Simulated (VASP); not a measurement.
CaV3P:

```
Ca V P
1.0
     4.30461    0.00000    0.00000
     0.00000    4.30461    0.00000
     0.00000    0.00000    4.30461
Ca V P
1 3 1
Direct
  0.00000 0.00000 0.00000
  0.00000 0.50000 0.50000
  0.50000 0.00000 0.50000
  0.50000 0.50000 0.00000
  0.50000 0.50000 0.50000
```

| Property | Result |
| --- | --- |
| Program | VASP 6.6.1 |
| Task | relaxation of cell and atoms |
| Functional | PBE |
| Potentials or basis | VASP PAW PBE potentials, release 64 (Ca_sv, V_sv, P) |
| Cutoff | 600 eV |
| k mesh | 4 × 4 × 4 |
| Occupations | gaussian, width 0.1 eV |
| Spin | collinear spin, ferromagnetic start |
| Starting moments | [0.0, 0.54, 0.54, 0.54, 0.0] μB |

At the start: pressure 19.6 GPa; volume 15.95 Å³/atom.

Task: How do energy, volume and symmetry change on relaxing?

Result: Over 3 steps the energy falls by 134.4 meV/atom and the volume is 18.53 Å³/atom (+16.2 %); space group Pm-3m (No. 221, to 0.1 Å) before and after; moment 2.96 μB per cell.

Step by step:
| step | energy change (eV) | largest force (eV/Å) | pressure (GPa) | volume (Å³) |
| --- | --- | --- | --- | --- |
| 1 | 0.0000 | 0.0000 | 19.57 | 79.76 |
| 2 | -0.3196 | 0.0000 | -8.73 | 104.43 |
| 3 | -0.6721 | 0.0000 | -0.10 | 92.67 |

Final structure:
```cif
data_structure
_symmetry_space_group_name_H-M 'P 1'
_symmetry_Int_Tables_number 1
_cell_length_a 4.5252
_cell_length_b 4.5252
_cell_length_c 4.5252
_cell_angle_alpha 90.000
_cell_angle_beta 90.000
_cell_angle_gamma 90.000
_cell_volume 92.67
loop_
_atom_site_label
_atom_site_type_symbol
_atom_site_fract_x
_atom_site_fract_y
_atom_site_fract_z
_atom_site_occupancy
Ca1 Ca 0.00000 0.00000 0.00000 1
V1 V 0.00000 0.50000 0.50000 1
V2 V 0.50000 0.00000 0.50000 1
V3 V 0.50000 0.50000 0.00000 1
P1 P 0.50000 0.50000 0.50000 1
```

Caveat: the k points lie up to 0.35 Å⁻¹ apart in the final cell; the volume moved by over 15 % at a fixed basis, so the end points are rough.
